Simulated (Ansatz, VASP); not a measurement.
**Si2GeP3 in VASP and in Ansatz**

Contents of INCAR:

```
ALGO = Normal ; EDIFF = 1E-6
ENCUT = 520 ; GGA = PE
ISIF = 2 ; ISMEAR = 0
LASPH = T ; LCHARG = T
LELF = T ; LREAL = F
LVHAR = T ; LWAVE = F
NBANDS = 28 ; NELM = 80
PREC = Accurate ; SIGMA = 0.1
```

File KPOINTS:

```
k-points
0
Gamma
  6 6 2
```

File POSCAR:

```
Si2GeP3
1.0
    3.2591567000      0.0000000000      0.0000000000
    0.0000000000      3.2591567000      0.0000000000
    0.0000000000      0.0000000000      9.8675378700
Si Ge P
2 1 3
Direct
    0.5000000000      0.5000000000      0.3248246900
    0.5000000000      0.5000000000      0.6751753100
    0.5000000000      0.5000000000      0.0000000000
    0.0000000000      0.0000000000      0.8390681100
    0.0000000000      0.0000000000      0.1609318900
    0.0000000000      0.0000000000      0.5000000000
```

Input for Ansatz:

```yaml
crystal:
  lattice:
    - [3.2591567, 0.0, 0.0]
    - [0.0, 3.2591567, 0.0]
    - [0.0, 0.0, 9.86753787]
  atoms:
    - { symbol: Si, position: [0.5, 0.5, 0.32482469] }
    - { symbol: Si, position: [0.5, 0.5, 0.67517531] }
    - { symbol: Ge, position: [0.5, 0.5, 0.0] }
    - { symbol: P, position: [0.0, 0.0, 0.83906811] }
    - { symbol: P, position: [0.0, 0.0, 0.16093189] }
    - { symbol: P, position: [0.0, 0.0, 0.5] }
basis:
  ecutwfc: 420
kpoints:
  mp_grid: { grid: [6, 6, 2] }
hamiltonian:
  xc: pbe
scf:
  occupations: { method: gaussian, width: 0.1 }
  lower_state_search: "off"
output:
  forces: true
  stress: true
  eigenvalues: true
```

Change from the starting cell: species swapped into the Li3Tl2Cd type (P4/mmm, No. 123).

Alike in both runs: task single point; functional PBE; k mesh 6 × 6 × 2; occupations gaussian, width 0.1 eV; no spin polarisation.

|  | VASP | Ansatz |
| --- | --- | --- |
| version | VASP 6.6.1 | Ansatz 0.2.0 |
| potentials or method | VASP PAW PBE potentials, release 64 (Si, Ge_d, P), cutoff 520 eV | scalar-relativistic, plane waves, PAW |
| valence electrons in the cell | 37 | 37 |

VASP gave:

```
gap on the k mesh at the Fermi level (eV)                     : none
pressure (GPa)                                                : -9.4
traceless stress, the component that is largest in VASP (GPa) : 0.66
rms of the force components (eV/Å)                            : 0.249
```

What did Ansatz give for the same quantities?

gap on the k mesh at the Fermi level (eV): none; pressure (GPa): -9.4; traceless stress, the component that is largest in VASP (GPa): 0.66; rms of the force components (eV/Å): 0.247.

Atom by atom the forces differ by 0.001 eV/Å (rms over components). A gap of «none» marks a metal or a gap that the smearing closes.
